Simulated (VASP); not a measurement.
# LiF (P3_121) in VASP: a series of runs

LiF is run at these levels: PBE; tasks: single point.

Everything below comes from runs of VASP 6.6.1. Logs are shortened: lines on timing, memory, paths and dates and some standing lists are left out, and cuts for length are marked.

**1. The cell of the first run**

The structure is trigonal, space group P3_121 (No. 152). The conventional cell has a = 4.551 Å, b = 4.551 Å, c = 2.684 Å, α = 90.00°, β = 90.00°, γ = 120.00°. Within 2.3 Å of Li (site symmetry 2) lie 4 F at 1.75 to 1.77 Å. F (site symmetry 2) has 4 Li at 1.75 to 1.77 Å within 2.3 Å.

The cell was built from a structure type or drawn by symmetry, and may not be a known phase.

**2. Single point, PBE**

File INCAR:

```
PREC = Accurate
ENCUT = 520
EDIFF = 1E-7
ISMEAR = 0
SIGMA = 0.1
LREAL = F
LASPH = T
NELM = 80
ALGO = Normal
ISIF = 2
LWAVE = F
LCHARG = F
GGA = PE
NBANDS = 24
```

File KPOINTS:

```
regular mesh
0
Gamma
  6 6 6
```

File POSCAR:

```
LiF
1.0
    4.5507108400      0.0000000000      0.0000000000
   -2.2753554200      3.9410311900      0.0000000000
    0.0000000000      0.0000000000      2.6837521200
Li F
3 3
Direct
    0.6226509800      0.6226509800      0.0000000000
    0.3773490200      0.0000000000      0.3333333300
    0.0000000000      0.3773490200      0.6666666700
    0.0000000000      0.6226509800      0.1666666700
    0.3773490200      0.3773490200      0.5000000000
    0.6226509800      0.0000000000      0.8333333300
```

Potentials or basis: VASP PAW PBE potentials, release 64 (Li_sv, F).

On the command line:

```bash
$ cat potpaw_PBE.64/Li_sv/POTCAR potpaw_PBE.64/F/POTCAR > POTCAR
$ mpirun -np 1 vasp_std > vasp.out
```

OUTCAR:

```text
PREC = Accurate
   ENCUT = 520
   EDIFF = 1E-7
   ISMEAR = 0
   LREAL = F
   LASPH = T
   NELM = 80
   ISIF = 2
   GGA = PE

 ion  position               nearest neighbor table
   1  0.623  0.623  0.000-   5 1.75   5 1.75   6 1.77   4 1.77
   2  0.377  0.000  0.333-   6 1.75   6 1.75   4 1.77   5 1.77
   3  0.000  0.377  0.667-   4 1.75   4 1.75   6 1.77   5 1.77
   4  0.000  0.623  0.167-   3 1.75   3 1.75   2 1.77   1 1.77
   5  0.377  0.377  0.500-   1 1.75   1 1.75   2 1.77   3 1.77
   6  0.623  0.000  0.833-   2 1.75   2 1.75   3 1.77   1 1.77

  LATTYP: Found a hexagonal cell.
 ALAT       =     4.5507108400
 C/A-ratio  =     0.5897434960

  Lattice vectors:

 A1 = (   4.5507108400,   0.0000000000,   0.0000000000)
 A2 = (  -2.2753554200,   3.9410311900,   0.0000000000)
 A3 = (   0.0000000000,   0.0000000000,   2.6837521200)

Analysis of symmetry for initial positions (statically):
=====================================================================
 Subroutine PRICEL returns:
 Original cell was already a primitive cell.

 Routine SETGRP: Setting up the symmetry group for a
 hexagonal supercell.

 Subroutine GETGRP returns: Found  6 space group operations
 (whereof  2 operations were pure point group operations)
 out of a pool of 24 trial point group operations.

The static configuration has the point symmetry C_2 .
 The point group associated with its full space group is D_3 .

Analysis of symmetry for dynamics (positions and initial velocities):
=====================================================================
 Subroutine PRICEL returns:
 Original cell was already a primitive cell.

 Routine SETGRP: Setting up the symmetry group for a
 hexagonal supercell.

 Subroutine GETGRP returns: Found  6 space group operations
 (whereof  2 operations were pure point group operations)
 out of a pool of 24 trial point group operations.

The dynamic configuration has the point symmetry C_2 .
 The point group associated with its full space group is D_3 .

 Subroutine INISYM returns: Found  6 space group operations
 (whereof  2 operations are pure point group operations),
 and found     1 'primitive' translations

----------------------------------------------------------------------------------------

                                     Primitive cell

  volume of cell :      48.1317

  direct lattice vectors                    reciprocal lattice vectors
     4.550710840  0.000000000  0.000000000     0.219745889  0.126870348  0.000000000
    -2.275355420  3.941031190  0.000000000     0.000000000  0.253740697  0.000000000
     0.000000000  0.000000000  2.683752120     0.000000000  0.000000000  0.372612654

  length of vectors
     4.550710840  4.550710838  2.683752120     0.253740697  0.253740697  0.372612654

  position of ions in fractional coordinates (direct lattice)
     0.622650980  0.622650980  0.000000000
     0.377349020  0.000000000  0.333333330
     0.000000000  0.377349020  0.666666670
     0.000000000  0.622650980  0.166666670
     0.377349020  0.377349020  0.500000000
     0.622650980  0.000000000  0.833333330

  ion indices of the primitive-cell ions
   primitive index   ion index
                 1           1
                 2           2
                 3           3
                 4           4
                 5           5
                 6           6

----------------------------------------------------------------------------------------

 KPOINTS: regular mesh

Automatic generation of k-mesh.
 Grid dimensions read from file:
 generate k-points for:    6    6    6

 Generating k-lattice:

  Cartesian coordinates                     Fractional coordinates (reciprocal lattice)
     0.036624315  0.021145058  0.000000000     0.166666667  0.000000000  0.000000000
     0.000000000  0.042290116  0.000000000     0.000000000  0.166666667  0.000000000
     0.000000000  0.000000000  0.062102109     0.000000000  0.000000000  0.166666667

  Length of vectors
     0.042290116  0.042290116  0.062102109

  Shift w.r.t. Gamma in fractional coordinates (k-lattice)
     0.000000000  0.000000000  0.000000000

 Subroutine IBZKPT returns following result:
 ===========================================

 Found     34 irreducible k-points:

 Following reciprocal coordinates:
            Coordinates               Weight
  0.000000  0.000000  0.000000      1.000000
  0.166667  0.000000  0.000000      6.000000
  0.333333 -0.000000  0.000000      6.000000
  0.500000 -0.000000  0.000000      3.000000
  0.166667  0.166667  0.000000      6.000000
  0.333333  0.166667  0.000000     12.000000
[... 16 lines left out ...]
  0.500000 -0.000000  0.333333      6.000000
  0.166667  0.166667  0.333333     12.000000
 [... further k-points ...]
   k-points           NKPTS =     34   k-points in BZ     NKDIM =     34   number of bands    NBANDS=     24
   number of dos      NEDOS =    301   number of ions     NIONS =      6
   total plane-waves  NPLWV =  25920
   dimension x,y,z NGX =    36 NGY =   36 NGZ =   20
   dimension x,y,z NGXF=    72 NGYF=   72 NGZF=   40
   ions per type =               3   3
   NGX,Y,Z   is equivalent  to a cutoff of  13.15, 13.15, 12.39 a.u.
   NGXF,Y,Z  is equivalent  to a cutoff of  26.30, 26.30, 24.78 a.u.
 SYSTEM =  unknown system
   PREC   = accura    normal or accurate (medium, high low for compatibility)
   ISTART =      0    job   : 0-new  1-cont  2-samecut
   ICHARG =      2    charge: 1-file 2-atom 10-const
   ISPIN  =      1    spin polarized calculation?
   LNONCOLLINEAR =      F non collinear calculations
   LSORBIT =      F    spin-orbit coupling
   LASPH  =      T    aspherical Exc in radial PAW
   ENCUT  =  520.0 eV  38.22 Ry    6.18 a.u.   8.46  8.46  4.99*2*pi/ulx,y,z
   NELM   =     80;   NELMIN=  2; NELMDL= -5     # of ELM steps
   EDIFF  = 0.1E-06   stopping-criterion for ELM
   LREAL  =      F    real-space projection
   EDIFFG = 0.1E-05   stopping-criterion for IOM
   NSW    =      0    number of steps for IOM
   IBRION =     -1    ionic relax: 0-MD 1-quasi-New 2-CG
   NFREE  =      0    steps in history (QN), initial steepest desc. (CG)
   ISIF   =      2    stress and relaxation
   ISYM   =      2    0-nonsym 1-usesym 2-fastsym
   POTIM  = 0.5000    time-step for ionic-motion
   TEBEG  =    0.0;   TEEND  =   0.0 temperature during run
   PSTRESS=    0.0 pullay stress
   NELECT =      30.0000    total number of electrons
   NUPDOWN=      -1.0000    fix difference up-down
   EMIN   =  10.00;   EMAX   =-10.00  energy-range for DOS
   EFERMI =   0.00;   METHOD = LEGACY
   ISMEAR =     0;   SIGMA  =   0.10  broadening in eV -4-tet -1-fermi 0-gaus
   EFERMI_NEDOS =   21; number of points for ismear=-14 and -15
   IALGO  =     38    algorithm
   IMIX   =      4    mixing-type and parameters
     AMIX     =   0.40;   BMIX     =  1.00
     AMIX_MAG =   1.60;   BMIX_MAG =  1.00
  volume/ion in A,a.u.               =       8.02        54.13
  Fermi-wavevector in a.u.,A,eV,Ry     =   1.398421  2.642633 26.607316  1.955583
  Thomas-Fermi vector in A             =   2.521581
   LORBIT       =      0    0 simple, 1 ext, 2 COOP (PROOUT), +10 PAW based schemes
   GGA     = PE    functional components
   LHFCALC =     F    Hartree Fock is set to
   AEXX    =    0.0000 exact exchange contribution
   IVDW    =     0    specifies the selected vdW correction
   LEPSILON=     F    determine dielectric tensor
   LRPA    =     F    only Hartree local field effects (RPA)
 non-spin polarized calculation
 Gauss-broadening in eV      SIGMA  =   0.10
  energy-cutoff  :      520.00
  volume of cell :       48.13
 maximum number of plane-waves:      1318
 NGX is ok and might be reduce to    36
   NGX = 17   NGY = 17   NGZ =  9

 number of electron      30.0000004 magnetization

 Free energy of the ion-electron system (eV)
  ---------------------------------------------------
  ext. energy  EPLUGINS =         0.00000000
  ---------------------------------------------------
  free energy    TOTEN  =       -27.90512429 eV

  energy without entropy =      -27.90512429  energy(sigma->0) =      -27.90512429

 E-fermi :  -0.6140     XC(G=0):  -9.8310

 val. band max:       -1.1218957598   @ k =   0.0000   0.0000   0.5000
 cond. band min:       7.6087356056   @ k =   0.0000   0.0000   0.0000
 fundamental gap:      8.7306313654
 Fermi energy:        -0.6139934521

 k-point     1 :       0.0000    0.0000    0.0000
  band No.  band energies     occupation
      1     -41.4489      2.00000
      2     -41.3362      2.00000
      3     -41.3362      2.00000
      4     -21.1199      2.00000
      5     -20.7236      2.00000
      6     -20.7236      2.00000
[... 16 lines left out ...]
     23      21.1602      0.00000
     24      21.1603      0.00000

 k-point     2 :       0.1667    0.0000    0.0000
  band No.  band energies     occupation
      1     -41.4409      2.00000
      2     -41.3422      2.00000
      3     -41.3381      2.00000
      4     -21.0987      2.00000
      5     -20.7503      2.00000
      6     -20.7264      2.00000
[... 16 lines left out ...]
     23      20.9136      0.00000
     24      21.2976      0.00000

 k-point     3 :       0.3333   -0.0000    0.0000
  band No.  band energies     occupation
      1     -41.4205      2.00000
      2     -41.3589      2.00000
      3     -41.3417      2.00000
      4     -21.0422      2.00000
      5     -20.8183      2.00000
      6     -20.7321      2.00000
[... 16 lines left out ...]
     23      20.3504      0.00000
     24      21.2706      0.00000
[... 514 lines left out ...]
 k-point    23 :       0.5000   -0.0000    0.3333
  band No.  band energies     occupation
      1     -41.3597      2.00000
      2     -41.3416      2.00000
      3     -41.3231      2.00000
      4     -20.8633      2.00000
      5     -20.7164      2.00000
      6     -20.5555      2.00000
[... 16 lines left out ...]
     23      18.5099      0.00000
     24      19.4781      0.00000

 k-point    24 :       0.1667    0.1667    0.3333
  band No.  band energies     occupation
      1     -41.3737      2.00000
      2     -41.3358      2.00000
      3     -41.3152      2.00000
      4     -20.8842      2.00000
      5     -20.7361      2.00000
      6     -20.5058      2.00000
[... 16 lines left out ...]
     23      18.2846      0.00000
     24      19.3442      0.00000

 [... further k-points ...]

------------------------ aborting loop because EDIFF is reached ----------------------------------------

  FORCE on cell =-STRESS in cart. coord.  units (eV):
  Direction    XX          YY          ZZ          XY          YZ          ZX
  --------------------------------------------------------------------------------------
  -------------------------------------------------------------------------------------
  Total        6.0412878      6.0412878      7.1322621      0.0000000     -0.0000000      0.0000000
  in kB      201.0983895    201.0983892    237.4140202      0.0000000     -0.0000000      0.0000000
  external PRESSURE =     213.2035997 kB  Pullay stress =       0.0000000 kB

 VOLUME and BASIS-vectors are now :
 -----------------------------------------------------------------------------
  energy-cutoff  :      520.00
  volume of cell :       48.13
      direct lattice vectors                 reciprocal lattice vectors
     4.550710840  0.000000000  0.000000000     0.219745889  0.126870348  0.000000000
    -2.275355420  3.941031190  0.000000000     0.000000000  0.253740697  0.000000000
     0.000000000  0.000000000  2.683752120     0.000000000  0.000000000  0.372612654

 POSITION                                       TOTAL-FORCE (eV/Angst)
 -----------------------------------------------------------------------------------
      1.41675      2.45389      0.00000         0.192452      0.333337      0.000000
      1.71721      0.00000      0.89458        -0.384904     -0.000000     -0.000000
     -0.85860      1.48714      1.78917         0.192452     -0.333337      0.000000
     -1.41675      2.45389      0.44729        -0.376496      0.652110     -0.000000
      0.85860      1.48714      1.34188        -0.376496     -0.652110      0.000000
      2.83350      0.00000      2.23646         0.752992      0.000000      0.000000
 -----------------------------------------------------------------------------------
    total drift:                                0.000026      0.000044      0.000001

  FREE ENERGIE OF THE ION-ELECTRON SYSTEM (eV)
  ---------------------------------------------------
  free  energy   TOTEN  =       -27.9051242912 eV

  energy  without entropy=      -27.9051242912  energy(sigma->0) =      -27.90512429
```

Run time: 14 s. Hardware: 1 thread of Intel Xeon 6975P-C (Granite Rapids), shared host; peak memory 0.17 GiB.

Results:

* Free energy: -27.9051 eV
* Largest force: 0.753 eV/Å
* Band gap on the k mesh: 8.73 eV (least direct gap 8.75 eV)

Forces in eV/Å, atoms in the order of the input:
```
Li   0.192  0.333  0.000
Li  -0.385  0.000  0.000
Li   0.192 -0.333  0.000
F   -0.376  0.652  0.000
F   -0.376 -0.652  0.000
F    0.753  0.000  0.000
```

Caveat: the cutoff is under 1.25 times the usual one of these potentials, so pressure, stress and relaxed cells hold a basis-set (Pulay) error. A k mesh can miss the band edges.

**3. Single point, PBE**

This run uses another cell than the first one, of 10.10 Å³/atom.

File INCAR:

```
PREC = Accurate ; ENCUT = 520
EDIFF = 1E-6 ; ISMEAR = 0
SIGMA = 0.1 ; LREAL = F
LASPH = T ; NELM = 60
ALGO = Normal ; ISIF = 2
LWAVE = F ; LCHARG = F
GGA = PE ; NBANDS = 24
```

KPOINTS is that of step 2.

File POSCAR:

```
LiF
1.0
    4.8957145933      0.0000000000      0.0000000000
   -2.4478572967      4.2398132075      0.0000000000
    0.0000000000      0.0000000000      2.9208838844
Li F
3 3
Direct
    0.6223143862      0.6223143862      0.0000000000
    0.3776856138      0.0000000000      0.3333333333
    0.0000000000      0.3776856138      0.6666666667
    0.0000000000      0.6333097170      0.1666666667
    0.3666902830      0.3666902830      0.5000000000
    0.6333097170      0.0000000000      0.8333333333
```

Potentials or basis: VASP PAW PBE potentials, release 64 (Li_sv, F).

On the command line:

```bash
$ cat potpaw_PBE.64/Li_sv/POTCAR potpaw_PBE.64/F/POTCAR > POTCAR
$ mpirun -np 1 vasp_std > vasp.out
```

It took 14 s on 1 thread of Intel Xeon 6975P-C (Granite Rapids), shared host; peak memory 0.18 GiB.

The run converged. Its results:

* Free energy: -28.6643 eV
* Largest force: 0.011 eV/Å
* Band gap on the k mesh: 7.56 eV

Forces on the atoms (eV/Å):
```
Li  -0.001 -0.003  0.000
Li   0.003  0.000  0.000
Li  -0.001  0.003  0.000
F   -0.006  0.010  0.000
F   -0.006 -0.010  0.000
F    0.011  0.000  0.000
```

Levels at points of the mesh, in eV from the valence-band top:
```
           k point  band 11  band 12  band 13  band 14  band 15  band 16  band 17  band 18  band 19  band 20
(0.00, 0.00, 0.00)    -0.35    -0.35    -0.07    -0.07     0.00     7.56    12.61    12.86    13.17    13.17
(0.50, 0.00, 0.00)    -0.65    -0.46    -0.15    -0.08    -0.07     9.19     9.99    11.02    14.08    15.26
(0.00, 0.00, 0.50)    -1.34    -0.98    -0.54    -0.54    -0.13    10.76    10.76    13.88    13.88    14.32
(0.50, 0.00, 0.50)    -1.12    -0.72    -0.64    -0.44    -0.16    11.14    11.41    12.43    13.46    14.78
```

Caveat: the cutoff is under 1.25 times the usual one of these potentials, so pressure, stress and relaxed cells hold a basis-set (Pulay) error.
